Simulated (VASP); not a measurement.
Ru:

```
Ru
1.0
     4.28931    0.00000    0.00000
    -2.14466    3.71465    0.00000
     0.00000    0.00000    2.65223
Ru
3
Direct
  0.00000 0.00000 0.00000
  0.33333 0.66667 0.50000
  0.66667 0.33333 0.50000
```

This isn't the form of Ru at room conditions, which is hcp.

```yaml
Program: VASP 6.6.1
Task: relaxation of cell and atoms
Functional: r2SCAN
Potentials_or_basis: VASP PAW PBE potentials, release 64 (Ru_pv)
Cutoff: 600 eV
k_mesh: 12 × 12 × 16
Occupations: gaussian, width 0.1 eV
Spin: no spin polarisation
```

At the start: pressure -4.8 GPa; volume 14.09 Å³/atom.

Q: How do energy, volume and symmetry change on relaxing?

A: Over 6 steps the energy falls by 7.1 meV/atom and the volume is 13.89 Å³/atom (-1.4 %); space group P6/mmm (No. 191, to 0.1 Å) before and after.

The path:
| step | energy change (eV) | largest force (eV/Å) | pressure (GPa) | volume (Å³) |
| --- | --- | --- | --- | --- |
| 1 | 0.0000 | 0.0000 | -4.78 | 42.26 |
| 2 | 0.0940 | 0.0000 | 17.66 | 39.73 |
| 3 | -0.0188 | 0.0000 | 0.98 | 41.51 |
| 4 | -0.0188 | 0.0000 | 1.08 | 41.49 |
| 5 | -0.0195 | 0.0000 | -0.96 | 41.80 |
| 6 | -0.0212 | 0.0000 | 0.00 | 41.66 |

Final structure:
```xyz
3
Lattice="4.2446 0.0000 0.0000 -2.1223 3.6759 0.0000 0.0000 0.0000 2.6698" Properties=species:S:1:pos:R:3 pbc="T T T"
Ru    0.0000    0.0000    0.0000
Ru    0.0000    2.4506    1.3349
Ru    2.1223    1.2253    1.3349
```

Caveat: the PAW data sets were made with another functional, which shifts forces and pressure a little.
